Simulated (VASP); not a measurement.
Set up this calculation in VASP 6.6.1, as the native input.

| Item | Value |
| --- | --- |
| Task | single point |
| Functional | LDA |
| Potentials or basis | VASP PAW LDA potentials, release 64 (Pt) |
| Cutoff | 520 eV |
| k mesh | 24 × 24 × 24 |
| Occupations | gaussian, width 0.15 eV |
| Spin | no spin polarisation |
| Dipole correction | no |
| Further INCAR settings | ALGO = Normal; EDIFF = 1e-07; NBANDS = 11 |

The structure of Pt lies in POSCAR:

```
Pt
1.0
   -1.5842200000      1.5842200000      1.5842200000
    1.5842200000     -1.5842200000      1.5842200000
    1.5842200000      1.5842200000     -1.5842200000
Pt
1
Direct
    0.0000000000      0.0000000000      0.0000000000
```

One way to write it, as run:

INCAR

```
SYSTEM = Pt
PREC = Accurate
ENCUT = 520
EDIFF = 1E-7
ISMEAR = 0
SIGMA = 0.15
LREAL = .False.
LASPH = .True.
NELM = 60
ALGO = Normal
ISIF = 2
LWAVE = .False.
LCHARG = .False.
GGA = CA
NBANDS = 11
```

KPOINTS

```
regular mesh
0
Gamma
  24 24 24
  0 0 0
```

Potentials or basis: VASP PAW LDA potentials, release 64 (Pt).

The run is started by

```bash
$ cat potpaw_LDA.64/Pt/POTCAR > POTCAR
$ mpirun -np 1 vasp_std > vasp.out
```

Results of the run:

```
Pressure               : -15.3 GPa
Band gap on the k mesh : zero (band 5 reaches 10.93 eV, above the bottom of band 6 at 8.82 eV)
```

Caveat: spin-orbit coupling is left out, which moves the levels of the heavy elements.

Wall time 51 s on 1 thread of AMD EPYC 7R13 Processor (Zen 3), with other jobs on the host, peak memory 0.14 GiB.
